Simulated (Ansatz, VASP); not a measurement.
**HfN: VASP beside Ansatz**

```
CELL_PARAMETERS angstrom
3.21572 0.00000 0.00000
0.00000 4.54772 0.00000
0.00000 0.00000 19.21570
ATOMIC_POSITIONS crystal
Hf 0.00000 0.25000 0.42015
Hf 0.50000 0.75000 0.50000
Hf 0.00000 0.25000 0.57985
N 0.00000 0.75000 0.42011
N 0.50000 0.25000 0.50000
N 0.00000 0.75000 0.57989
```

Alike in both runs: functional PBE; k mesh 9 × 7 × 1; occupations fermi-dirac, width 0.02 eV; no spin polarisation.

Ansatz relaxed the structure, and its values are those at the end. VASP's run is a single point on that final structure, the one shown.

|  | VASP | Ansatz |
| --- | --- | --- |
| version | VASP 6.6.1 | Ansatz 0.2.0 |
| potentials or method | VASP PAW PBE potentials, release 64 (Hf_pv, N), cutoff 520 eV | all-electron LAPW, scalar-relativistic |

|  | VASP | Ansatz | Ansatz less VASP |
| --- | --- | --- | --- |
| rms of the force components (eV/Å) | 0.051 | 0.001 | -0.0499 |

Ansatz ran all-electron here, and VASP with PAW potentials.

Spin-orbit coupling is off throughout.
